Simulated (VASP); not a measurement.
Here is a VASP 6.6.1 calculation.

POSCAR

```
LiH
1.0
    0.0000000000      2.0933299084      2.0029948411
    2.0933299084      0.0000000000      2.0029948411
    2.0933299084      2.0933299084      0.0000000000
Li H
1 1
Direct
    0.0000000000      0.0000000000      0.0000000000
    0.5000000000      0.5000000000      0.5000000000
```

The input INCAR.step1:

```
PREC = Accurate
ENCUT = 520
ISMEAR = 0
SIGMA = 0.01
LREAL = F
LASPH = T
NELM = 80
NBANDS = 9
GGA = PE
ALGO = Normal
EDIFF = 1E-4
LWAVE = T
LCHARG = F
```

File INCAR.step2:

```
PREC = Accurate
ENCUT = 520
EDIFF = 1E-6
ISMEAR = 0
SIGMA = 0.01
LREAL = F
LASPH = T
NELM = 80
ALGO = Normal
ISIF = 2
LWAVE = F
LCHARG = T
METAGGA = R2SCAN
LMIXTAU = T
LELF = T
LVHAR = T
NBANDS = 9
ISTART = 1
```

Contents of KPOINTS:

```
Automatic mesh
0
Gamma
  10 10 10
```

Potentials or basis: VASP PAW PBE potentials, release 64 (Li_sv, H).

Run with:

```console
$ cat potpaw_PBE.64/Li_sv/POTCAR potpaw_PBE.64/H/POTCAR > POTCAR
$ cp INCAR.step1 INCAR
$ mpirun -np 1 vasp_std > vasp.out
$ cp INCAR.step2 INCAR
$ mpirun -np 1 vasp_std > vasp.out
```

Question: Estimate the band gap on the k mesh.

Answer: 3.23 eV (least direct gap 3.54 eV).

Caveat: the cell differs from its parent crystal (biaxial xy strain +4.5%). A k mesh can miss the band edges.
